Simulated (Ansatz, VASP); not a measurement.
# One calculation of Mn2ZnAs2, two programs

File POSCAR:

```
Mn2ZnAs2
1.0
    4.0990000000      0.0000000000      0.0000000000
   -2.0495000000      3.5498381300      0.0000000000
    0.0000000000      0.0000000000      6.5720000000
Mn Zn As
2 1 2
Direct
    0.3333333300      0.6666666700      0.3694400000
    0.6666666700      0.3333333300      0.6305600000
    0.0000000000      0.0000000000      0.0000000000
    0.3333333300      0.6666666700      0.7679300000
    0.6666666700      0.3333333300      0.2320700000
```

Contents of INCAR.step1:

```
SYSTEM = Mn2ZnAs2
PREC = Accurate ; ENCUT = 520
ISMEAR = -1 ; SIGMA = 0.05
LREAL = .FALSE. ; LASPH = .TRUE.
NELM = 80 ; NBANDS = 32
GGA = PE ; ALGO = Normal
EDIFF = 1E-4 ; LWAVE = .TRUE.
LCHARG = .FALSE.
```

Contents of INCAR.step2:

```
SYSTEM = Mn2ZnAs2
PREC = Accurate ; ENCUT = 520
EDIFF = 1E-6 ; ISMEAR = -1
SIGMA = 0.05 ; LREAL = .FALSE.
LASPH = .TRUE. ; NELM = 80
ALGO = Normal ; ISIF = 2
LWAVE = .FALSE. ; LCHARG = .FALSE.
METAGGA = R2SCAN ; LMIXTAU = .TRUE.
NBANDS = 32 ; ISTART = 1
```

The input KPOINTS:

```
regular mesh
0
G
  8 8 5
  0 0 0
```

Input for Ansatz:

```yaml
crystal:
  lattice:
    - [4.099, 0.0, 0.0]
    - [-2.0495, 3.54983813, 0.0]
    - [0.0, 0.0, 6.572]
  atoms:
    - { symbol: Mn, position: [0.33333333, 0.66666667, 0.36944] }
    - { symbol: Mn, position: [0.66666667, 0.33333333, 0.63056] }
    - { symbol: Zn, position: [0.0, 0.0, 0.0] }
    - { symbol: As, position: [0.33333333, 0.66666667, 0.76793] }
    - { symbol: As, position: [0.66666667, 0.33333333, 0.23207] }
  symmetry: { tolerance: 0.0003 }
hamiltonian:
  xc: r2scan
  pseudopotentials: { kind: paw, azcp: { folder: soft_1 } }
basis:
  ecutwfc: 500
magnetization:
  spin_polarized: false
scf:
  occupations: { method: fermi_dirac, width: 0.05 }
kpoints:
  mp_grid: { grid: [8, 8, 5], shift: [0, 0, 0] }
output:
  forces: true
  stress: true
  eigenvalues: true
  write_density: true
  write_potential: true
  elf: true
  volumetric_format: npy
```

Alike in both runs: task single point; functional r2SCAN; k mesh 8 × 8 × 5; occupations fermi-dirac, width 0.05 eV; no spin polarisation.

```csv
,VASP,Ansatz
version,VASP 6.6.1,Ansatz 0.2.0
potentials or method,"VASP PAW PBE potentials, release 64 (Mn_pv, Zn, As), cutoff 520 eV",PAW plane waves
valence electrons in the cell,48,72
```

```csv
,VASP,Ansatz,Ansatz less VASP
pressure (GPa),-18.8,-18.9,-0.11
"traceless stress, the component that is largest in VASP (GPa)",-2.24,-2.16,+0.077
rms of the force components (eV/Å),0.883,0.881,-0.0016
```

VASP's potentials were made for PBE, not for r2SCAN. Atom by atom the forces differ by 0.003 eV/Å (rms over components). The functional is the same, so the differences come from potentials, cutoffs and numerics. VASP's potentials hold 48 valence electrons a cell and Ansatz's 72, so a difference there can come from the potentials and not from the codes.
